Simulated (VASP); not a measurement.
MgZr2N: relaxation of cell and atoms with PBE

Crystal: MgZr2N.

```
CELL_PARAMETERS angstrom
2.22359 1.28379 3.59042
-2.22359 1.28379 3.59042
0.00000 -2.56758 3.59042
ATOMIC_POSITIONS crystal
Mg 0.50000 0.50000 0.50000
Zr 0.82450 0.82450 0.82450
Zr 0.17550 0.17550 0.17550
N 0.00000 0.00000 0.00000
```

```yaml
Program: VASP 6.6.1
Task: relaxation of cell and atoms
Functional: PBE
Potentials_or_basis: VASP PAW PBE potentials, release 64 (Mg, Zr_sv, N)
Cutoff: 600 eV
k_mesh: 6 × 6 × 6
Occupations: gaussian, width 0.1 eV
Spin: no spin polarisation
Dipole_correction: no
Further_INCAR_settings: ALGO = Normal; EDIFF = 1e-06; IBRION = 2; EDIFFG = -0.04; NSW = 90; ISIF = 3
```

The relaxed volume is 21.54 Å³/atom. The relaxed cell is a = 4.642 Å, b = 4.642 Å, c = 4.642 Å, α = 70.61°, β = 70.61°, γ = 70.61° and the space group after relaxing (to 0.05 Å) is R-3m (No. 166). The energy gained by relaxing is 1048.9 meV/atom and the ionic steps are 19. The pressure after relaxing is -0.1 GPa.

Forces in eV/Å, atoms in the order of the input:
```
Mg   0.000  0.000  0.000
Zr   0.000  0.000 -0.002
Zr   0.000  0.000  0.002
N    0.000  0.000  0.000
```

Stress tensor (GPa, compression positive):
```
-0.14  0.00  0.00
 0.00 -0.14  0.00
 0.00  0.00  0.08
```

The path:
| step | energy change (eV) | largest force (eV/Å) | pressure (GPa) | volume (Å³) |
| --- | --- | --- | --- | --- |
| 1 | 0.0000 | 3.9439 | 50.03 | 61.50 |
| 2 | -1.5691 | 3.3210 | -15.88 | 114.35 |
| 3 | -3.4891 | 1.3986 | -2.40 | 86.11 |
| 4 | -4.1222 | 1.1734 | 3.06 | 88.04 |
| 5 | -4.1836 | 0.2563 | 1.00 | 87.77 |
| 6 | -4.1833 | 0.3151 | 1.14 | 87.80 |
| 7 | -4.1869 | 0.0582 | -0.90 | 89.73 |
| 8 | -4.1890 | 0.0811 | -0.14 | 88.99 |
| 9 | -4.1897 | 0.0652 | -0.15 | 88.80 |
| 10 | -4.1911 | 0.0199 | -0.19 | 88.24 |
| 11 | -4.1919 | 0.0628 | -0.22 | 87.13 |
| 12 | -4.1921 | 0.0580 | -0.19 | 87.06 |
| 13 | -4.1926 | 0.0436 | -0.10 | 86.85 |
| 14 | -4.1933 | 0.0151 | 0.07 | 86.43 |
| 15 | -4.1937 | 0.0416 | 0.45 | 85.60 |
| 16 | -4.1937 | 0.0300 | 0.37 | 85.78 |
| 17 | -4.1941 | 0.0274 | 0.33 | 85.81 |
| 18 | -4.1951 | 0.0185 | 0.19 | 85.93 |
| 19 | -4.1955 | 0.0024 | -0.06 | 86.16 |

Final structure:
```
CELL_PARAMETERS angstrom
2.68235 1.54866 3.45695
-2.68235 1.54866 3.45695
0.00000 -3.09731 3.45695
ATOMIC_POSITIONS crystal
Mg 0.50000 0.50000 0.50000
Zr 0.81103 0.81103 0.81103
Zr 0.18897 0.18897 0.18897
N 0.00000 0.00000 0.00000
```

Levels at points of the mesh, in eV from the Fermi level:
```csv
k point,band 13,band 14,band 15,band 16,band 17,band 18
"(0.00, 0.00, 0.00)",-3.96,0.09,0.09,0.37,0.37,1.27
"(0.50, 0.00, 0.00)",-2.18,-1.71,-0.48,-0.14,-0.13,1.51
"(0.50, 0.50, 0.00)",-2.96,-1.02,-0.81,-0.63,0.52,1.01
"(0.50, 0.50, 0.50)",-3.33,-1.36,-1.09,-1.09,0.58,0.58
```

Wall time 5 min on 1 thread of Intel(R) Xeon(R) 6975P-C (Granite Rapids), with other jobs on the host, peak memory 0.24 GiB.

Caveat: the volume moved by over 15 % at a fixed basis, so the end points are rough.
